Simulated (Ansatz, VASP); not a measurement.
# Two plane-wave programs on GeW

INCAR

```
PREC     = Accurate       # precision mode
ENCUT    = 600            # plane-wave cutoff, eV
EDIFF    = 1E-7           # SCF threshold, eV
ISMEAR   = -1             # smearing method
SIGMA    = 0.05           # smearing width, eV
LREAL    = False          # projectors in reciprocal space
LASPH    = True           # aspherical terms in the spheres
NELM     = 100            # most SCF steps
ALGO     = Normal         # electronic algorithm
ISIF     = 3              # what is computed and relaxed
LWAVE    = False          # write WAVECAR
LCHARG   = False          # write CHGCAR
GGA      = PS             # functional
IVDW     = 12             # dispersion correction
IBRION   = 2              # ionic algorithm
NSW      = 60             # ionic steps
EDIFFG   = -0.01          # ionic threshold
```

Contents of KPOINTS:

```
Automatic mesh
0
Gamma
  9 9 9
```

Contents of POSCAR:

```
GeW
1.0
    0.0000000000      2.5776100000      2.5776100000
    2.5776100000      0.0000000000      2.5776100000
    2.5776100000      2.5776100000      0.0000000000
Ge W
1 1
Direct
    0.5000000000      0.5000000000      0.5000000000
    0.0000000000      0.0000000000      0.0000000000
```

The input input.yaml:

```yaml
crystal:
  lattice:
    - [0.0, 2.57761, 2.57761]
    - [2.57761, 0.0, 2.57761]
    - [2.57761, 2.57761, 0.0]
  atoms:
    - { symbol: Ge, position: [0.5, 0.5, 0.5] }
    - { symbol: W, position: [0.0, 0.0, 0.0] }
hamiltonian:
  xc: pbesol
  pseudopotentials: { kind: paw }
  dispersion: d3bj
kpoints:
  mp_grid: { grid: [9, 9, 9] }
scf:
  occupations: { method: fermi_dirac, width: 0.05 }
output:
  forces: true
  stress: true
  eigenvalues: true
relax:
  f_tol: 0.01
  max_steps: 40
  cell: { stress_tol: 0.05 }
```

Alike in both runs: task relaxation of cell and atoms; functional PBEsol; dispersion D3(BJ); k mesh 9 × 9 × 9; occupations fermi-dirac, width 0.05 eV; no spin polarisation.

|  | VASP | Ansatz |
| --- | --- | --- |
| version | VASP 6.6.1 | Ansatz 0.2.0 |
| potentials or method | VASP PAW PBE potentials, release 64 (Ge_d, W_sv) | Ansatz PAW |
| plane-wave cutoff (eV) | 600 | 420 |
| valence electrons in the cell | 28 | 28 |

Ansatz gave:

| Item | Value |
| --- | --- |
| gap on the k mesh at the Fermi level, each at its own relaxed structure (eV) | none |
| relaxed volume (Å³/atom) | 16.12 |
| relaxed cell length with the largest relative difference (Å) | 3.572 |

Estimate VASP's values.

gap on the k mesh at the Fermi level, each at its own relaxed structure (eV): none; relaxed volume (Å³/atom): 16.16; relaxed cell length with the largest relative difference (Å): 3.575.

VASP's potentials were made for PBE, not for PBEsol. A gap of «none» marks a metal or a gap that the smearing closes.

Spin-orbit coupling is off throughout. Noted on Ansatz's run: the plane-wave basis is chosen anew once the cell has moved, so the energies of steps on either side of that aren't comparable.
